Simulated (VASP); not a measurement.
# BeTe (I-4m2) in VASP: notebook, part 2 of 2

VASP 6.6.1.

## (3) Single point, PBE (epitaxial xy strain -4.0%)

File INCAR:

```
PREC = Accurate
ENCUT = 520
EDIFF = 1E-6
ISMEAR = 0
SIGMA = 0.01
LREAL = F
LASPH = T
NELM = 80
ALGO = Normal
ISIF = 2
LWAVE = F
LCHARG = F
GGA = PE
NBANDS = 11
```

File KPOINTS:

```
regular mesh
0
Gamma
  4 4 4
```

File POSCAR:

```
BeTe
1.0
    0.0000000000      2.7154786823      2.9110173700
    2.7154786823      0.0000000000      2.9110173700
    2.7154786823      2.7154786823      0.0000000000
Be Te
1 1
Direct
    0.0000000000      0.0000000000      0.0000000000
    0.2500000000      0.2500000000      0.2500000000
```

Potentials or basis: VASP PAW PBE potentials, release 64 (Be, Te).

On the command line:

```
> cat potpaw_PBE.64/Be/POTCAR potpaw_PBE.64/Te/POTCAR > POTCAR
> mpirun -np 1 vasp_std > vasp.out
```

OUTCAR:

```text
PREC = Accurate
   ENCUT = 520
   EDIFF = 1E-6
   ISMEAR = 0
   LREAL = F
   LASPH = T
   NELM = 80
   ISIF = 2
   GGA = PE

 ion  position               nearest neighbor table
   1  0.000  0.000  0.000-   2 2.41   2 2.41   2 2.41   2 2.41
   2  0.250  0.250  0.250-   1 2.41   1 2.41   1 2.41   1 2.41

  LATTYP: Found a body centered tetragonal cell.
 ALAT       =     3.8402667808
 C/A-ratio  =     1.5160495539

  Lattice vectors:

 A1 = (  -2.7154786823,   0.0000000000,   2.9110173700)
 A2 = (   2.7154786823,   0.0000000000,   2.9110173700)
 A3 = (   0.0000000000,   2.7154786823,  -2.9110173700)

Analysis of symmetry for initial positions (statically):
=====================================================================
 Subroutine PRICEL returns:
 Original cell was already a primitive cell.

 Routine SETGRP: Setting up the symmetry group for a
 body centered tetragonal supercell.

 Subroutine GETGRP returns: Found  8 space group operations
 (whereof  8 operations were pure point group operations)
 out of a pool of 16 trial point group operations.

The static configuration has the point symmetry D_2d.

Analysis of symmetry for dynamics (positions and initial velocities):
=====================================================================
 Subroutine PRICEL returns:
 Original cell was already a primitive cell.

 Routine SETGRP: Setting up the symmetry group for a
 body centered tetragonal supercell.

 Subroutine GETGRP returns: Found  8 space group operations
 (whereof  8 operations were pure point group operations)
 out of a pool of 16 trial point group operations.

The dynamic configuration has the point symmetry D_2d.

 Subroutine INISYM returns: Found  8 space group operations
 (whereof  8 operations are pure point group operations),
 and found     1 'primitive' translations

----------------------------------------------------------------------------------------

                                     Primitive cell

  volume of cell :      42.9307

  direct lattice vectors                    reciprocal lattice vectors
     0.000000000  2.715478682  2.911017370    -0.184129599  0.184129599  0.171761256
     2.715478682  0.000000000  2.911017370     0.184129599 -0.184129599  0.171761256
     2.715478682  2.715478682  0.000000000     0.184129599  0.184129599 -0.171761256

  length of vectors
     3.980935393  3.980935393  3.840266781     0.311944462  0.311944462  0.311944462

  position of ions in fractional coordinates (direct lattice)
     0.000000000  0.000000000  0.000000000
     0.250000000  0.250000000  0.250000000

  ion indices of the primitive-cell ions
   primitive index   ion index
                 1           1
                 2           2

----------------------------------------------------------------------------------------

 KPOINTS: regular mesh

Automatic generation of k-mesh.
 Grid dimensions read from file:
 generate k-points for:    4    4    4

 Generating k-lattice:

  Cartesian coordinates                     Fractional coordinates (reciprocal lattice)
[... 26 lines left out ...]
 -0.250000  0.000000  0.250000      8.000000
 -0.250000  0.500000  0.250000      4.000000
  0.500000  0.000000  0.500000      2.000000
 -0.250000  0.250000  0.500000      2.000000
   k-points           NKPTS =     13   k-points in BZ     NKDIM =     13   number of bands    NBANDS=     11
   number of dos      NEDOS =    301   number of ions     NIONS =      2
   total plane-waves  NPLWV =  27000
   dimension x,y,z NGX =    30 NGY =   30 NGZ =   30
   dimension x,y,z NGXF=    60 NGYF=   60 NGZF=   60
   ions per type =               1   1
   NGX,Y,Z   is equivalent  to a cutoff of  12.53, 12.53, 12.99 a.u.
   NGXF,Y,Z  is equivalent  to a cutoff of  25.06, 25.06, 25.97 a.u.
 SYSTEM =  unknown system
   PREC   = accura    normal or accurate (medium, high low for compatibility)
   ISTART =      0    job   : 0-new  1-cont  2-samecut
   ICHARG =      2    charge: 1-file 2-atom 10-const
   ISPIN  =      1    spin polarized calculation?
   LNONCOLLINEAR =      F non collinear calculations
   LSORBIT =      F    spin-orbit coupling
   LASPH  =      T    aspherical Exc in radial PAW
   ENCUT  =  520.0 eV  38.22 Ry    6.18 a.u.   7.40  7.40  7.14*2*pi/ulx,y,z
   NELM   =     80;   NELMIN=  2; NELMDL= -5     # of ELM steps
   EDIFF  = 0.1E-05   stopping-criterion for ELM
   LREAL  =      F    real-space projection
   EDIFFG = 0.1E-04   stopping-criterion for IOM
   NSW    =      0    number of steps for IOM
   IBRION =     -1    ionic relax: 0-MD 1-quasi-New 2-CG
   NFREE  =      0    steps in history (QN), initial steepest desc. (CG)
   ISIF   =      2    stress and relaxation
   ISYM   =      2    0-nonsym 1-usesym 2-fastsym
   POTIM  = 0.5000    time-step for ionic-motion
   TEBEG  =    0.0;   TEEND  =   0.0 temperature during run
   PSTRESS=    0.0 pullay stress
   NELECT =       8.0000    total number of electrons
   NUPDOWN=      -1.0000    fix difference up-down
   EMIN   =  10.00;   EMAX   =-10.00  energy-range for DOS
   EFERMI =   0.00;   METHOD = LEGACY
   ISMEAR =     0;   SIGMA  =   0.01  broadening in eV -4-tet -1-fermi 0-gaus
   EFERMI_NEDOS =   21; number of points for ismear=-14 and -15
   IALGO  =     38    algorithm
   IMIX   =      4    mixing-type and parameters
     AMIX     =   0.40;   BMIX     =  1.00
     AMIX_MAG =   1.60;   BMIX_MAG =  1.00
  volume/ion in A,a.u.               =      21.47       144.86
  Fermi-wavevector in a.u.,A,eV,Ry     =   0.935080  1.767046 11.896599  0.874375
  Thomas-Fermi vector in A             =   2.061951
   LORBIT       =      0    0 simple, 1 ext, 2 COOP (PROOUT), +10 PAW based schemes
   GGA     = PE    functional components
   LHFCALC =     F    Hartree Fock is set to
   AEXX    =    0.0000 exact exchange contribution
   IVDW    =     0    specifies the selected vdW correction
   LEPSILON=     F    determine dielectric tensor
   LRPA    =     F    only Hartree local field effects (RPA)
 non-spin polarized calculation
 Gauss-broadening in eV      SIGMA  =   0.01
  energy-cutoff  :      520.00
  volume of cell :       42.93
 maximum number of plane-waves:      1167
 NGX is ok and might be reduce to    30
   NGX = 15   NGY = 15   NGZ = 15

 number of electron       7.9999999 magnetization

 Free energy of the ion-electron system (eV)
  ---------------------------------------------------
  ext. energy  EPLUGINS =         0.00000000
  ---------------------------------------------------
  free energy    TOTEN  =        -7.48230557 eV

  energy without entropy =       -7.48230557  energy(sigma->0) =       -7.48230557

 E-fermi :   5.7943     XC(G=0):  -9.2071

 val. band max:        5.7168324445   @ k =   0.0000   0.0000   0.0000
 cond. band min:       7.2786572590   @ k =   0.5000   0.0000   0.5000
 fundamental gap:      1.5618248145
 Fermi energy:         5.7942754606

 k-point     1 :       0.0000    0.0000    0.0000
  band No.  band energies     occupation
      1      -6.9880      2.00000
      2       5.2751      2.00000
      3       5.7168      2.00000
      4       5.7168      2.00000
      5       9.1139      0.00000
      6       9.1139      0.00000
      7       9.2668      0.00000
      8       9.6475      0.00000
      9      13.9580      0.00000
     10      15.0722      0.00000
     11      15.8876      0.00000
[... 155 lines left out ...]
 k-point    13 :      -0.2500    0.2500    0.5000
  band No.  band energies     occupation
      1      -4.8700      2.00000
      2       0.8631      2.00000
      3       1.6372      2.00000
      4       2.2158      2.00000
      5      10.3665      0.00000
      6      10.6229      0.00000
      7      10.6476      0.00000
      8      11.2993      0.00000
      9      17.4059      0.00000
     10      18.4346      0.00000
     11      19.2995      0.00000

------------------------ aborting loop because EDIFF is reached ----------------------------------------

  FORCE on cell =-STRESS in cart. coord.  units (eV):
  Direction    XX          YY          ZZ          XY          YZ          ZX
  --------------------------------------------------------------------------------------
  -------------------------------------------------------------------------------------
  Total        1.5687641      1.5687641      0.2439734      0.0000000      0.0000000      0.0000000
  in kB       58.5464612     58.5464612      9.1051173      0.0000000      0.0000000      0.0000000
  external PRESSURE =      42.0660132 kB  Pullay stress =       0.0000000 kB

 VOLUME and BASIS-vectors are now :
 -----------------------------------------------------------------------------
  energy-cutoff  :      520.00
  volume of cell :       42.93
      direct lattice vectors                 reciprocal lattice vectors
     0.000000000  2.715478682  2.911017370    -0.184129599  0.184129599  0.171761256
     2.715478682  0.000000000  2.911017370     0.184129599 -0.184129599  0.171761256
     2.715478682  2.715478682  0.000000000     0.184129599  0.184129599 -0.171761256

 POSITION                                       TOTAL-FORCE (eV/Angst)
 -----------------------------------------------------------------------------------
      0.00000      0.00000      0.00000        -0.000000     -0.000000     -0.000000
      1.35774      1.35774      1.45551         0.000000      0.000000      0.000000
 -----------------------------------------------------------------------------------
    total drift:                                0.000000      0.000000      0.000000

  FREE ENERGIE OF THE ION-ELECTRON SYSTEM (eV)
  ---------------------------------------------------
  free  energy   TOTEN  =        -7.4823055673 eV

  energy  without entropy=       -7.4823055673  energy(sigma->0) =       -7.48230557
```

It took 5.3 s on 1 thread of Intel Xeon 6975P-C (Granite Rapids), shared host; peak memory 0.16 GiB.

What came out:

```
Free energy            : -7.4823 eV
Pressure               : 4.2 GPa
Band gap on the k mesh : 1.56 eV, indirect (least direct gap 3.40 eV)
```

Caveat: the k points lie up to 0.49 Å⁻¹ apart; the cell differs from its parent crystal (epitaxial xy strain -4.0%); spin-orbit coupling is left out, which moves the levels of the heavy elements. A k mesh can miss the band edges.

## (4) Single point, PBE (epitaxial xy strain -5.0%)

File INCAR:

```
  ALGO = Normal
  EDIFF = 1E-6
  ENCUT = 520
  GGA = PE
  ISIF = 2
  ISMEAR = -1
  LASPH = True
  LCHARG = False
  LREAL = False
  LWAVE = False
  NBANDS = 11
  NELM = 100
  PREC = Accurate
  SIGMA = 0.02
```

File KPOINTS:

```
k-points
0
Gamma
  8 8 8
```

File POSCAR:

```
BeTe
1.0
    0.0000000000      2.6871924460      2.9308310144
    2.6871924460      0.0000000000      2.9308310144
    2.6871924460      2.6871924460      0.0000000000
Be Te
1 1
Direct
    0.0000000000      0.0000000000      0.0000000000
    0.2500000000      0.2500000000      0.2500000000
```

On the command line:

```
> cat potpaw_PBE.64/Be/POTCAR potpaw_PBE.64/Te/POTCAR > POTCAR
> mpirun -np 1 vasp_std > vasp.out
```

Wall time 15 s (1 thread of Intel Xeon 6975P-C (Granite Rapids), shared host); peak memory 0.18 GiB.

It converged, with:

* Free energy: -7.5331 eV
* Pressure: 4.7 GPa
* Band gap on the k mesh: 1.45 eV, indirect (least direct gap 3.36 eV)

Stress tensor (GPa, compression positive):
```
6.86 0.00 0.00
0.00 6.86 0.00
0.00 0.00 0.48
```

Levels at points of the mesh, in eV from the valence-band top:
| k point | band 1 | band 2 | band 3 | band 4 | band 5 | band 6 | band 7 | band 8 | band 9 |
| --- | --- | --- | --- | --- | --- | --- | --- | --- | --- |
| (0.00, 0.00, 0.00) | -12.85 | -0.58 | 0.00 | 0.00 | 3.36 | 3.36 | 3.55 | 3.97 | 8.23 |
| (0.50, 0.00, 0.00) | -11.35 | -6.07 | -1.82 | -0.99 | 2.71 | 4.44 | 4.68 | 7.68 | 10.68 |
| (0.50, 0.50, 0.00) | -11.08 | -5.91 | -2.59 | -2.59 | 2.11 | 2.89 | 9.75 | 9.75 | 11.15 |
| (0.50, 0.00, 0.50) | -10.67 | -5.42 | -3.30 | -3.13 | 1.45 | 2.19 | 9.33 | 9.72 | 11.41 |

Caveat: the cell differs from its parent crystal (epitaxial xy strain -5.0%); spin-orbit coupling is left out, which moves the levels of the heavy elements.

## (5) Single point, PBE (epitaxial xy strain -4.0%)

File INCAR:

```
SYSTEM = BeTe
  PREC = Accurate
  ENCUT = 520
  EDIFF = 1E-6
  ISMEAR = -1
  SIGMA = 0.02
  LREAL = .False.
  LASPH = .True.
  NELM = 60
  ALGO = Normal
  ISIF = 2
  LWAVE = .False.
  LCHARG = .True.
  GGA = PE
  LELF = .True.
  LVHAR = .True.
  NBANDS = 11
```

File KPOINTS:

```
Automatic mesh
0
Gamma
  8 8 8
  0 0 0
```

File POSCAR:

```
BeTe
1.0
    0.0000000000      2.7154786823      2.9110173700
    2.7154786823      0.0000000000      2.9110173700
    2.7154786823      2.7154786823      0.0000000000
Be Te
1 1
Direct
    0.0000000000      0.0000000000      0.0000000000
    0.2500000000      0.2500000000      0.2500000000
```

On the command line:

```
> cat potpaw_PBE.64/Be/POTCAR potpaw_PBE.64/Te/POTCAR > POTCAR
> mpirun -np 1 vasp_std > vasp.out
```

Run time: 18 s. Hardware: 1 thread of Intel Xeon 6975P-C (Granite Rapids), shared host; peak memory 0.18 GiB.

It converged, with:

```
Free energy            : -7.5663 eV
Pressure               : 3.7 GPa
Band gap on the k mesh : 1.57 eV, indirect (least direct gap 3.41 eV)
```

Stress tensor (GPa, compression positive):
```
5.35 0.00 0.00
0.00 5.35 0.00
0.00 0.00 0.44
```

Levels at points of the mesh, in eV from the valence-band top:
```tsv
k point	band 2	band 3	band 4	band 5	band 6	band 7
(0.00, 0.00, 0.00)	-0.44	0.00	0.00	3.41	3.41	3.56
(0.50, 0.00, 0.00)	-5.94	-1.66	-1.02	2.83	4.42	4.66
(0.50, 0.50, 0.00)	-5.72	-2.59	-2.59	2.09	2.86	9.73
(0.50, 0.00, 0.50)	-5.34	-3.15	-3.02	1.57	2.29	9.45
```

Caveat: the cell differs from its parent crystal (epitaxial xy strain -4.0%); spin-orbit coupling is left out, which moves the levels of the heavy elements.

## (6) The runs side by side

```csv
cell,k mesh,smearing,gap on the mesh (eV),pressure (GPa)
"a = 3.976, b = 3.976, c = 3.800 Å, angles 61.5, 61.5, 57.1°, 2 atoms",4 × 4 × 4,gaussian 0.01 eV,1.44,5.2
"a = 3.981, b = 3.981, c = 3.840 Å, angles 61.2, 61.2, 57.7°, 2 atoms",4 × 4 × 4,gaussian 0.01 eV,1.56,4.2
"a = 3.976, b = 3.976, c = 3.800 Å, angles 61.5, 61.5, 57.1°, 2 atoms",8 × 8 × 8,fermi-dirac 0.02 eV,1.45,4.7
"a = 3.981, b = 3.981, c = 3.840 Å, angles 61.2, 61.2, 57.7°, 2 atoms",8 × 8 × 8,fermi-dirac 0.02 eV,1.57,3.7
```

Alike in all rows: task single point; level PBE; potentials or basis VASP PAW PBE potentials, release 64 (Be, Te); no spin polarisation; cutoff (eV) 520.

Caveats: some runs use coarse meshes; spin-orbit coupling is left out, which moves the levels of the heavy elements.

Total energies depend on the potentials used, so only differences within one code and one set of settings carry meaning.
